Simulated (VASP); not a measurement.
# NbH2 in VASP: further runs, part 2 of 2

VASP 6.6.1. Earlier steps stand in the parts before.

### Step 3. Relaxation of the atoms, PBE

INCAR

```
ALGO = Normal ; EDIFF = 1E-6
EDIFFG = -0.01 ; ENCUT = 520
GGA = PE ; IBRION = 2
ISIF = 2 ; ISMEAR = -1
LASPH = True ; LCHARG = False
LREAL = False ; LWAVE = False
NELM = 80 ; NSW = 80
PREC = Accurate ; SIGMA = 0.05
```

KPOINTS

```
k-points
0
Gamma
  10 10 1
```

POSCAR

```
NbH2
1.0
    2.7331800000      0.0000000000      0.0000000000
    0.0000000000      2.7331800000      0.0000000000
    0.0000000000      0.0000000000     26.0815000000
Nb H
1 2
Direct
    0.5000000000      0.5000000000      0.3328000000
    0.0000000000      0.5000000000      0.2827600000
    0.5000000000      0.0000000000      0.2827600000
```

Potentials or basis: VASP PAW PBE potentials, release 64 (Nb_sv, H).

On the command line:

```bash
> cat potpaw_PBE.64/Nb_sv/POTCAR potpaw_PBE.64/H/POTCAR > POTCAR
> mpirun -np 1 vasp_std > vasp.out
```

OUTCAR:

```text
EDIFF = 1E-6
   EDIFFG = -0.01
   ENCUT = 520
   GGA = PE
   IBRION = 2
   ISIF = 2
   ISMEAR = -1
   LASPH = True
   LREAL = False
   NELM = 80
   NSW = 80
   PREC = Accurate

 ion  position               nearest neighbor table
   1  0.500  0.500  0.333-   2 1.89   3 1.89   3 1.89   2 1.89
   2  0.000  0.500  0.283-   1 1.89   1 1.89
   3  0.500  0.000  0.283-   1 1.89   1 1.89

  LATTYP: Found a simple tetragonal cell.
 ALAT       =     2.7331800000
 C/A-ratio  =     9.5425475088

  Lattice vectors:

 A1 = (   2.7331800000,   0.0000000000,   0.0000000000)
 A2 = (   0.0000000000,   2.7331800000,   0.0000000000)
 A3 = (   0.0000000000,   0.0000000000,  26.0815000000)

Analysis of symmetry for initial positions (statically):
=====================================================================
 Subroutine PRICEL returns:
 Original cell was already a primitive cell.

 Routine SETGRP: Setting up the symmetry group for a
 simple tetragonal supercell.

 Subroutine GETGRP returns: Found  8 space group operations
 (whereof  8 operations were pure point group operations)
 out of a pool of 16 trial point group operations.

The static configuration has the point symmetry C_4v.

Analysis of symmetry for dynamics (positions and initial velocities):
=====================================================================
 Subroutine PRICEL returns:
 Original cell was already a primitive cell.

 Routine SETGRP: Setting up the symmetry group for a
 simple tetragonal supercell.

 Subroutine GETGRP returns: Found  8 space group operations
 (whereof  8 operations were pure point group operations)
 out of a pool of 16 trial point group operations.

The dynamic configuration has the point symmetry C_4v.

 Subroutine INISYM returns: Found  8 space group operations
 (whereof  8 operations are pure point group operations),
 and found     1 'primitive' translations

----------------------------------------------------------------------------------------

                                     Primitive cell

  volume of cell :     194.8359

  direct lattice vectors                    reciprocal lattice vectors
     2.733180000  0.000000000  0.000000000     0.365874183  0.000000000  0.000000000
     0.000000000  2.733180000  0.000000000     0.000000000  0.365874183  0.000000000
     0.000000000  0.000000000 26.081500000     0.000000000  0.000000000  0.038341353

  length of vectors
     2.733180000  2.733180000 26.081500000     0.365874183  0.365874183  0.038341353

  position of ions in fractional coordinates (direct lattice)
     0.500000000  0.500000000  0.332800000
     0.000000000  0.500000000  0.282760000
     0.500000000  0.000000000  0.282760000

  ion indices of the primitive-cell ions
   primitive index   ion index
                 1           1
                 2           2
                 3           3

[... 110 lines left out ...]
  ---------------------------------------------------
  ext. energy  EPLUGINS =         0.00000000
  ---------------------------------------------------
  free energy    TOTEN  =       -15.30029257 eV

  energy without entropy =      -15.28551852  energy(sigma->0) =      -15.29290555

------------------------ aborting loop because EDIFF is reached ----------------------------------------

  FORCE on cell =-STRESS in cart. coord.  units (eV):
  Direction    XX          YY          ZZ          XY          YZ          ZX
  --------------------------------------------------------------------------------------
  -------------------------------------------------------------------------------------
  Total        0.0423863      0.0423863     -0.0524764      0.0000000      0.0000000      0.0000000
  in kB        0.3485514      0.3485514     -0.4315245      0.0000000      0.0000000      0.0000000
  external PRESSURE =       0.0885261 kB  Pullay stress =       0.0000000 kB

 VOLUME and BASIS-vectors are now :
 -----------------------------------------------------------------------------
  energy-cutoff  :      520.00
  volume of cell :      194.84
      direct lattice vectors                 reciprocal lattice vectors
     2.733180000  0.000000000  0.000000000     0.365874183  0.000000000  0.000000000
     0.000000000  2.733180000  0.000000000     0.000000000  0.365874183  0.000000000
     0.000000000  0.000000000 26.081500000     0.000000000  0.000000000  0.038341353

 POSITION                                       TOTAL-FORCE (eV/Angst)
 -----------------------------------------------------------------------------------
      1.36659      1.36659      8.67992         0.000000      0.000000     -0.012258
      0.00000      1.36659      7.37480        -0.000000     -0.000000      0.006129
      1.36659      0.00000      7.37480         0.000000     -0.000000      0.006129
 -----------------------------------------------------------------------------------
    total drift:                                0.000000      0.000000     -0.000134

  FREE ENERGIE OF THE ION-ELECTRON SYSTEM (eV)
  ---------------------------------------------------
  free  energy   TOTEN  =       -15.3002925734 eV

  energy  without entropy=      -15.2855185213  energy(sigma->0) =      -15.29290555

--------------------------------------- Ionic step        2  -------------------------------------------

 number of electron      14.9999995 magnetization

 Free energy of the ion-electron system (eV)
  ---------------------------------------------------
  ext. energy  EPLUGINS =         0.00000000
  ---------------------------------------------------
  free energy    TOTEN  =       -15.30029883 eV

  energy without entropy =      -15.28552496  energy(sigma->0) =      -15.29291190

 E-fermi :  -3.3747     XC(G=0):  -2.1697

 val. band max:       -3.3948446543   @ k =   0.4000   0.1000   0.0000
 cond. band min:      -3.1652477168   @ k =   0.4000   0.2000   0.0000
 fundamental gap:      0.2295969375
 Fermi energy:        -3.3747462851

 k-point     1 :       0.0000    0.0000    0.0000
  band No.  band energies     occupation
      1     -58.2881      2.00000
      2     -34.4298      2.00000
      3     -33.6218      2.00000
      4     -33.6218      2.00000
      5     -10.7880      2.00000
      6      -6.9611      2.00000
      7      -6.0930      2.00000
      8      -3.6246      1.98657
      9      -0.5811      0.00000
     10      -0.5811      0.00000
     11       1.2338      0.00000
[... 267 lines left out ...]
 k-point    21 :       0.5000    0.5000    0.0000
  band No.  band energies     occupation
      1     -57.9422      2.00000
      2     -34.8066      2.00000
      3     -34.8066      2.00000
      4     -34.0590      2.00000
      5      -7.0850      2.00000
      6      -7.0850      2.00000
      7      -6.9363      2.00000
      8      -1.4369      0.00000
      9       0.1637      0.00000
     10       0.1637      0.00000
     11       3.4734      0.00000

------------------------ aborting loop because EDIFF is reached ----------------------------------------

  FORCE on cell =-STRESS in cart. coord.  units (eV):
  Direction    XX          YY          ZZ          XY          YZ          ZX
  --------------------------------------------------------------------------------------
  -------------------------------------------------------------------------------------
  Total        0.0505632      0.0505632     -0.0374423      0.0000000     -0.0000000      0.0000000
  in kB        0.4157919      0.4157919     -0.3078962      0.0000000     -0.0000000      0.0000000
  external PRESSURE =       0.1745625 kB  Pullay stress =       0.0000000 kB

 VOLUME and BASIS-vectors are now :
 -----------------------------------------------------------------------------
  energy-cutoff  :      520.00
  volume of cell :      194.84
      direct lattice vectors                 reciprocal lattice vectors
     2.733180000  0.000000000  0.000000000     0.365874183  0.000000000  0.000000000
     0.000000000  2.733180000  0.000000000     0.000000000  0.365874183  0.000000000
     0.000000000  0.000000000 26.081500000     0.000000000  0.000000000  0.038341353

 POSITION                                       TOTAL-FORCE (eV/Angst)
 -----------------------------------------------------------------------------------
      1.36659      1.36659      8.67933         0.000000      0.000000     -0.000807
      2.73318      1.36659      7.37510         0.000000      0.000000      0.000403
      1.36659      2.73318      7.37510         0.000000     -0.000000      0.000403
 -----------------------------------------------------------------------------------
    total drift:                                0.000000     -0.000000     -0.000905

  FREE ENERGIE OF THE ION-ELECTRON SYSTEM (eV)
  ---------------------------------------------------
  free  energy   TOTEN  =       -15.3002988330 eV

  energy  without entropy=      -15.2855249581  energy(sigma->0) =      -15.29291190

 reached required accuracy - stopping structural energy minimisation
```

OSZICAR:

```text
N       E                     dE             d eps       ncg     rms          rms(c)
DAV:   1     0.694683077397E+02    0.69468E+02   -0.75950E+03   702   0.963E+02
DAV:   2    -0.684910870337E+01   -0.76317E+02   -0.71692E+02   628   0.282E+02
DAV:   3    -0.161115117827E+02   -0.92624E+01   -0.88729E+01   765   0.708E+01
DAV:   4    -0.167536321840E+02   -0.64212E+00   -0.63196E+00   647   0.193E+01
[... 18 lines left out ...]
   1 F= -.15300293E+02 E0= -.15292906E+02  d E =-.153003E+02
       N       E                     dE             d eps       ncg     rms          rms(c)
DAV:   1    -0.153002903234E+02    0.13080E-05   -0.15368E-03   468   0.549E-01    0.676E-03
DAV:   2    -0.153002987814E+02   -0.84580E-05   -0.88073E-05   498   0.116E-01    0.500E-03
DAV:   3    -0.153002988330E+02   -0.51689E-07   -0.88857E-07   456   0.150E-02
   2 F= -.15300299E+02 E0= -.15292912E+02  d E =-.625966E-05
```

CONTCAR:

```text
NbH2
   1.00000000000000
     2.7331799999999999    0.0000000000000000    0.0000000000000000
     0.0000000000000000    2.7331799999999999    0.0000000000000000
     0.0000000000000000    0.0000000000000000   26.0814999999999984
  Nb              H
     1     2
Direct
     0.5000000000000000    0.5000000000000000    0.3327773267297587
     1.0000000000000000    0.5000000000000000    0.2827713366351233
     0.5000000000000000    1.0000000000000000    0.2827713366351233

  0.00000000E+00  0.00000000E+00  0.00000000E+00
  0.00000000E+00  0.00000000E+00  0.00000000E+00
  0.00000000E+00  0.00000000E+00  0.00000000E+00
```

It took 61 s on 1 thread of Intel Xeon Platinum 8375C at 2.90GHz (Ice Lake), shared host; peak memory 0.29 GiB.

What came out:

```yaml
Free_energy: -15.3003 eV
Energy_gained_by_relaxing: 0.0 meV/atom
Ionic_steps: 2
Band_gap_on_the_k_mesh: zero (an odd number of electrons rules out a gap without spin polarisation)
```

Final structure:
```yaml
crystal:
  lattice:
    - [2.73318, 0.00000, 0.00000]
    - [0.00000, 2.73318, 0.00000]
    - [0.00000, 0.00000, 26.08150]
  atoms:
    - { symbol: Nb, position: [0.50000, 0.50000, 0.33278] }
    - { symbol: H, position: [0.00000, 0.50000, 0.28277] }
    - { symbol: H, position: [0.50000, 0.00000, 0.28277] }
```

Levels at points of the mesh, in eV from the Fermi level:
```csv
k point,band 6,band 7,band 8,band 9,band 10,band 11
"(0.00, 0.00, 0.00)",-3.59,-2.72,-0.25,2.79,2.79,4.61
"(0.50, 0.00, 0.00)",-4.15,-0.84,0.63,1.85,3.25,3.36
"(0.50, 0.50, 0.00)",-3.71,-3.56,1.94,3.54,3.54,6.85
```
